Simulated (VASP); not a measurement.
# AlN (Imm2) in VASP: further runs

Runs on AlN. Level: PBE. Tasks: single point.

Program: VASP 6.6.1. These are calculated values, not measurements. Logs are shortened: lines on timing, memory, paths and dates and some standing lists are left out, and cuts for length are marked.

**1. The cell of the first run**

It takes space group Imm2 (No. 44, orthorhombic). The conventional cell has a = 3.114 Å, b = 3.114 Å, c = 4.403 Å, α = 90.00°, β = 90.00°, γ = 90.00°. Within 2.2 Å of Al (site symmetry mm2) lie 2 N at 1.67 Å. N (site symmetry mm2) has 2 Al at 1.67 Å within 2.2 Å.

**2. Single point, PBE (all N atoms moved -0.500 Å, as atom 2 along Cartesian [1 0 0])**

INCAR reads:

```
ALGO = Normal ; EDIFF = 1E-7
ENCUT = 520 ; GGA = PE
ISIF = 2 ; ISMEAR = 0
LASPH = True ; LCHARG = False
LREAL = False ; LWAVE = False
NBANDS = 11 ; NELM = 100
PREC = Accurate ; SIGMA = 0.05
```

KPOINTS reads:

```
k-points
0
Gamma
  10 10 10
```

POSCAR reads:

```
AlN
1.0
    0.0000000000      2.2015871044      2.2015871044
    2.2015871044      0.0000000000      2.2015871044
    2.2015871044      2.2015871044      0.0000000000
Al N
1 1
Direct
    0.0000000000      0.0000000000      0.0000000000
    0.8635544442      0.6364455558      0.6364455558
```

Potentials or basis: VASP PAW PBE potentials, release 64 (Al, N).

Command:

```bash
$ cat potpaw_PBE.64/Al/POTCAR potpaw_PBE.64/N/POTCAR > POTCAR
$ mpirun -np 1 vasp_std > vasp.out
```

OUTCAR:

```text
EDIFF = 1E-7
   ENCUT = 520
   GGA = PE
   ISIF = 2
   ISMEAR = 0
   LASPH = True
   LREAL = False
   NELM = 100
   PREC = Accurate

 ion  position               nearest neighbor table
   1  0.000  0.000  0.000-   2 1.67   2 1.67   2 2.23   2 2.23
   2  0.864  0.636  0.636-   1 1.67   1 1.67   1 2.23   1 2.23

  LATTYP: Found a face centered cubic cell.
 ALAT       =     4.4031742088

  Lattice vectors:

 A1 = (   0.0000000000,   2.2015871044,   2.2015871044)
 A2 = (   2.2015871044,   0.0000000000,   2.2015871044)
 A3 = (   2.2015871044,   2.2015871044,   0.0000000000)

Analysis of symmetry for initial positions (statically):
=====================================================================
 Subroutine PRICEL returns:
 Original cell was already a primitive cell.

 Routine SETGRP: Setting up the symmetry group for a
 face centered cubic supercell.

 Subroutine GETGRP returns: Found  4 space group operations
 (whereof  4 operations were pure point group operations)
 out of a pool of 48 trial point group operations.

The static configuration has the point symmetry C_2v.

Analysis of symmetry for dynamics (positions and initial velocities):
=====================================================================
 Subroutine PRICEL returns:
 Original cell was already a primitive cell.

 Routine SETGRP: Setting up the symmetry group for a
 face centered cubic supercell.

 Subroutine GETGRP returns: Found  4 space group operations
 (whereof  4 operations were pure point group operations)
 out of a pool of 48 trial point group operations.

The dynamic configuration has the point symmetry C_2v.

 Subroutine INISYM returns: Found  4 space group operations
 (whereof  4 operations are pure point group operations),
 and found     1 'primitive' translations

----------------------------------------------------------------------------------------

                                     Primitive cell

  volume of cell :      21.3421

  direct lattice vectors                    reciprocal lattice vectors
     0.000000000  2.201587104  2.201587104    -0.227108888  0.227108888  0.227108888
     2.201587104  0.000000000  2.201587104     0.227108888 -0.227108888  0.227108888
     2.201587104  2.201587104  0.000000000     0.227108888  0.227108888 -0.227108888

  length of vectors
     3.113514342  3.113514342  3.113514342     0.393364134  0.393364134  0.393364134

  position of ions in fractional coordinates (direct lattice)
     0.000000000  0.000000000  0.000000000
     0.863554444  0.636445556  0.636445556

  ion indices of the primitive-cell ions
   primitive index   ion index
                 1           1
                 2           2

----------------------------------------------------------------------------------------

 KPOINTS: k-points

Automatic generation of k-mesh.
 Grid dimensions read from file:
 generate k-points for:   10   10   10

 Generating k-lattice:

  Cartesian coordinates                     Fractional coordinates (reciprocal lattice)
    -0.022710889  0.022710889  0.022710889     0.100000000  0.000000000  0.000000000
     0.022710889 -0.022710889  0.022710889     0.000000000  0.100000000  0.000000000
     0.022710889  0.022710889 -0.022710889     0.000000000  0.000000000  0.100000000

  Length of vectors
     0.039336413  0.039336413  0.039336413

  Shift w.r.t. Gamma in fractional coordinates (k-lattice)
     0.000000000  0.000000000  0.000000000

 Subroutine IBZKPT returns following result:
 ===========================================

 Found    171 irreducible k-points:

 Following reciprocal coordinates:
            Coordinates               Weight
  0.000000  0.000000  0.000000      1.000000
  0.100000  0.000000  0.000000      4.000000
  0.000000  0.100000  0.000000      4.000000
  0.200000  0.000000  0.000000      4.000000
  0.000000  0.200000  0.000000      4.000000
  0.300000  0.000000  0.000000      4.000000
[... 16 lines left out ...]
  0.000000  0.400000  0.100000      4.000000
  0.100000  0.000000  0.400000      8.000000
 [... further k-points ...]
   k-points           NKPTS =    171   k-points in BZ     NKDIM =    171   number of bands    NBANDS=     11
   number of dos      NEDOS =    301   number of ions     NIONS =      2
   total plane-waves  NPLWV =  13824
   dimension x,y,z NGX =    24 NGY =   24 NGZ =   24
   dimension x,y,z NGXF=    48 NGYF=   48 NGZF=   48
   ions per type =               1   1
   NGX,Y,Z   is equivalent  to a cutoff of  12.81, 12.81, 12.81 a.u.
   NGXF,Y,Z  is equivalent  to a cutoff of  25.63, 25.63, 25.63 a.u.
 SYSTEM =  unknown system
   PREC   = accura    normal or accurate (medium, high low for compatibility)
   ISTART =      0    job   : 0-new  1-cont  2-samecut
   ICHARG =      2    charge: 1-file 2-atom 10-const
   ISPIN  =      1    spin polarized calculation?
   LNONCOLLINEAR =      F non collinear calculations
   LSORBIT =      F    spin-orbit coupling
   LASPH  =      T    aspherical Exc in radial PAW
   ENCUT  =  520.0 eV  38.22 Ry    6.18 a.u.   5.79  5.79  5.79*2*pi/ulx,y,z
   NELM   =    100;   NELMIN=  2; NELMDL= -5     # of ELM steps
   EDIFF  = 0.1E-06   stopping-criterion for ELM
   LREAL  =      F    real-space projection
   EDIFFG = 0.1E-05   stopping-criterion for IOM
   NSW    =      0    number of steps for IOM
   IBRION =     -1    ionic relax: 0-MD 1-quasi-New 2-CG
   NFREE  =      0    steps in history (QN), initial steepest desc. (CG)
   ISIF   =      2    stress and relaxation
   ISYM   =      2    0-nonsym 1-usesym 2-fastsym
   POTIM  = 0.5000    time-step for ionic-motion
   TEBEG  =    0.0;   TEEND  =   0.0 temperature during run
   PSTRESS=    0.0 pullay stress
   NELECT =       8.0000    total number of electrons
   NUPDOWN=      -1.0000    fix difference up-down
   EMIN   =  10.00;   EMAX   =-10.00  energy-range for DOS
   EFERMI =   0.00;   METHOD = LEGACY
   ISMEAR =     0;   SIGMA  =   0.05  broadening in eV -4-tet -1-fermi 0-gaus
   EFERMI_NEDOS =   21; number of points for ismear=-14 and -15
   IALGO  =     38    algorithm
   IMIX   =      4    mixing-type and parameters
     AMIX     =   0.40;   BMIX     =  1.00
     AMIX_MAG =   1.60;   BMIX_MAG =  1.00
  volume/ion in A,a.u.               =      10.67        72.01
  Fermi-wavevector in a.u.,A,eV,Ry     =   1.180390  2.230614 18.957286  1.393321
  Thomas-Fermi vector in A             =   2.316684
   LORBIT       =      0    0 simple, 1 ext, 2 COOP (PROOUT), +10 PAW based schemes
   GGA     = PE    functional components
   LHFCALC =     F    Hartree Fock is set to
   AEXX    =    0.0000 exact exchange contribution
   IVDW    =     0    specifies the selected vdW correction
   LEPSILON=     F    determine dielectric tensor
   LRPA    =     F    only Hartree local field effects (RPA)
 non-spin polarized calculation
 Gauss-broadening in eV      SIGMA  =   0.05
  energy-cutoff  :      520.00
  volume of cell :       21.34
 maximum number of plane-waves:       589
   NGX = 11   NGY = 11   NGZ = 11

 number of electron       7.9999999 magnetization

 Free energy of the ion-electron system (eV)
  ---------------------------------------------------
  ext. energy  EPLUGINS =         0.00000000
  ---------------------------------------------------
  free energy    TOTEN  =       -13.34433167 eV

  energy without entropy =      -13.34433167  energy(sigma->0) =      -13.34433167

 E-fermi :   6.8327     XC(G=0): -10.8058

 val. band max:        6.6077369603   @ k =   0.0000   0.0000   0.0000
 cond. band min:       8.8419824429   @ k =   0.5000   0.5000   0.0000
 fundamental gap:      2.2342454825
 Fermi energy:         6.8327003117

 k-point     1 :       0.0000    0.0000    0.0000
  band No.  band energies     occupation
      1      -9.1780      2.00000
      2       4.4388      2.00000
      3       5.9398      2.00000
      4       6.6077      2.00000
      5       9.1948      0.00000
      6      18.0435      0.00000
      7      18.1198      0.00000
      8      18.4303      0.00000
      9      22.9163      0.00000
     10      22.9329      0.00000
     11      22.9628      0.00000

 k-point     2 :       0.1000    0.0000    0.0000
  band No.  band energies     occupation
      1      -9.0419      2.00000
      2       4.3949      2.00000
      3       5.2446      2.00000
      4       6.3083      2.00000
      5      10.0067      0.00000
      6      17.1853      0.00000
      7      18.2709      0.00000
      8      18.7945      0.00000
      9      22.1142      0.00000
     10      22.1288      0.00000
     11      23.0772      0.00000

 k-point     3 :       0.0000    0.1000    0.0000
  band No.  band energies     occupation
      1      -9.0335      2.00000
      2       3.9531      2.00000
      3       5.7095      2.00000
      4       6.5385      2.00000
      5       9.7476      0.00000
      6      17.0447      0.00000
      7      18.1745      0.00000
      8      19.3426      0.00000
      9      21.1981      0.00000
     10      22.0811      0.00000
     11      24.3325      0.00000

 k-point     4 :       0.2000    0.0000    0.0000
  band No.  band energies     occupation
      1      -8.6565      2.00000
      2       3.6507      2.00000
      3       4.2850      2.00000
      4       6.1228      2.00000
      5      11.2210      0.00000
      6      16.2758      0.00000
      7      18.2392      0.00000
      8      18.3151      0.00000
      9      21.5625      0.00000
     10      21.9586      0.00000
     11      22.9904      0.00000

 k-point     5 :       0.0000    0.2000    0.0000
  band No.  band energies     occupation
      1      -8.6221      2.00000
      2       2.7098      2.00000
      3       5.4532      2.00000
      4       6.3673      2.00000
      5      10.7611      0.00000
      6      15.9280      0.00000
      7      17.9515      0.00000
      8      19.4354      0.00000
      9      20.8758      0.00000
     10      21.8958      0.00000
     11      22.9628      0.00000
[... 211 lines left out ...]
 k-point    21 :       0.2000   -0.1000   -0.1000
  band No.  band energies     occupation
      1      -8.1853      2.00000
      2       2.4795      2.00000
      3       3.9640      2.00000
      4       5.8559      2.00000
      5      12.0941      0.00000
      6      15.7428      0.00000
      7      17.0456      0.00000
      8      18.3116      0.00000
      9      21.4148      0.00000
     10      23.3625      0.00000
     11      23.5048      0.00000

 k-point    22 :       0.4000    0.1000    0.0000
  band No.  band energies     occupation
      1      -7.6345      2.00000
      2       1.2936      2.00000
      3       3.8782      2.00000
      4       5.5787      2.00000
      5      12.5009      0.00000
      6      14.7645      0.00000
      7      16.7223      0.00000
      8      18.0698      0.00000
      9      22.1510      0.00000
     10      23.2470      0.00000
     11      26.5840      0.00000

 k-point    23 :       0.0000    0.4000    0.1000
  band No.  band energies     occupation
      1      -7.5357      2.00000
      2       0.5811      2.00000
      3       4.7321      2.00000
      4       5.7833      2.00000
      5      12.5334      0.00000
      6      14.1123      0.00000
      7      17.2363      0.00000
      8      17.7458      0.00000
      9      22.6863      0.00000
     10      23.7322      0.00000
     11      24.7630      0.00000

 k-point    24 :       0.1000    0.0000    0.4000
  band No.  band energies     occupation
      1      -7.5181      2.00000
      2       0.5123      2.00000
      3       5.0141      2.00000
      4       5.7552      2.00000
      5      12.0349      0.00000
      6      14.5245      0.00000
      7      16.3854      0.00000
      8      18.7230      0.00000
      9      21.4336      0.00000
     10      24.0637      0.00000
     11      25.3934      0.00000

 [... further k-points ...]
[... 5 lines left out ...]
  --------------------------------------------------------------------------------------
  -------------------------------------------------------------------------------------
  Total       -0.4037243      5.2922197      5.2922197      0.0000000     -5.3135965      0.0000000
  in kB      -30.3080434    397.2929289    397.2929289      0.0000000   -398.8977088      0.0000000
  external PRESSURE =     254.7592714 kB  Pullay stress =       0.0000000 kB

 VOLUME and BASIS-vectors are now :
 -----------------------------------------------------------------------------
  energy-cutoff  :      520.00
  volume of cell :       21.34
      direct lattice vectors                 reciprocal lattice vectors
     0.000000000  2.201587104  2.201587104    -0.227108888  0.227108888  0.227108888
     2.201587104  0.000000000  2.201587104     0.227108888 -0.227108888  0.227108888
     2.201587104  2.201587104  0.000000000     0.227108888  0.227108888 -0.227108888

 POSITION                                       TOTAL-FORCE (eV/Angst)
 -----------------------------------------------------------------------------------
      0.00000      0.00000      0.00000        -5.183115      0.000000      0.000000
      2.80238      3.30238      3.30238         5.183115     -0.000000     -0.000000
 -----------------------------------------------------------------------------------
    total drift:                                0.000016      0.000000      0.000000

  FREE ENERGIE OF THE ION-ELECTRON SYSTEM (eV)
  ---------------------------------------------------
  free  energy   TOTEN  =       -13.3443316657 eV

  energy  without entropy=      -13.3443316657  energy(sigma->0) =      -13.34433167
```

It took 20 s on 1 thread of AMD EPYC 9R45 (Zen 5), shared host; peak memory 0.13 GiB.

What came out:

* Free energy: -13.3443 eV
* Pressure: 25.5 GPa
* Largest force: 5.183 eV/Å
* Band gap on the k mesh: 2.23 eV, indirect (least direct gap 2.59 eV)

Forces in eV/Å, atoms in the order of the input:
```
Al  -5.183  0.000  0.000
N    5.183  0.000  0.000
```

Stress tensor (GPa, compression positive):
```
 -3.03   0.00   0.00
  0.00  39.73 -39.89
  0.00 -39.89  39.73
```

Caveat: the cell differs from its parent crystal (all N atoms moved -0.500 Å, as atom 2 along Cartesian [1 0 0]); forces of over 1 eV/Å act on the atoms, so gaps and moduli don't describe the material at rest. A k mesh can miss the band edges.

(Part 1 of 2 ends here.)
